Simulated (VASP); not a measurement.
Write the native input for VASP 6.6.1 that does the following.

- Task: relaxation of cell and atoms
- Functional: PBEsol
- Potentials or basis: VASP PAW PBE potentials, release 64 (Mo_sv, S)
- Cutoff: 600 eV
- k mesh: 10 × 10 × 2
- Occupations: fermi-dirac, width 0.05 eV
- Spin: no spin polarisation
- Hubbard terms: Mo d U = 5.0 eV
- Dipole correction: no
- Further INCAR settings: ALGO = Normal; EDIFF = 1e-06; IBRION = 2; EDIFFG = -0.01; NSW = 60; ISIF = 3

The structure of MoS2 lies in POSCAR:

```
MoS2
1.0
    3.1845414560      0.0000000000      0.0000000000
   -1.5922707280      2.7578938003      0.0000000000
    0.0000000000      0.0000000000     21.6705347200
Mo S
2 4
Direct
    0.3333333333      0.6666666667      0.8511602300
    0.6666666667      0.3333333333      0.1488397700
    0.6666666667      0.3333333333      0.7796253900
    0.3333333333      0.6666666667      0.0772510000
    0.6666666667      0.3333333333      0.9227490000
    0.3333333333      0.6666666667      0.2203746100
```

The input as run:

INCAR

```
  ALGO = Normal
  EDIFF = 1E-6
  EDIFFG = -0.01
  ENCUT = 600
  GGA = PS
  IBRION = 2
  ISIF = 3
  ISMEAR = -1
  LASPH = True
  LCHARG = False
  LDAU = True
  LDAUJ = 0 0
  LDAUL = 2 -1
  LDAUPRINT = 1
  LDAUTYPE = 2
  LDAUU = 5 0
  LMAXMIX = 4
  LREAL = False
  LWAVE = False
  NELM = 150
  NSW = 60
  PREC = Accurate
  SIGMA = 0.05
```

KPOINTS

```
k-points
0
Gamma
  10 10 2
```

Potentials or basis: VASP PAW PBE potentials, release 64 (Mo_sv, S).

The run is started by

```bash
$ cat potpaw_PBE.64/Mo_sv/POTCAR potpaw_PBE.64/S/POTCAR > POTCAR
$ mpirun -np 1 vasp_std > vasp.out
```

It gave:

| Item | Value |
| --- | --- |
| Relaxed cell | a = 3.163 Å, b = 3.163 Å, c = 21.222 Å, α = 90.00°, β = 90.00°, γ = 120.00° |
| Space group after relaxing (to 0.1 Å) | P-3m1 (No. 164) |
| Energy gained by relaxing | 2.7 meV/atom |
| Ionic steps | 24 |
| Largest force after relaxing | 0.003 eV/Å |
| Band gap on the k mesh | 1.45 eV (least direct gap 1.86 eV) |

Caveat: there is no dipole correction, which matters where the two faces differ; the relaxation moved the vacuum too, so the length across it says nothing of the material; the PAW data sets were made with another functional, which shifts forces and pressure a little.

Run time: 91 min on 1 thread of Oxide Virtual Turin-like Processor, on a shared host, peak memory 0.46 GiB.
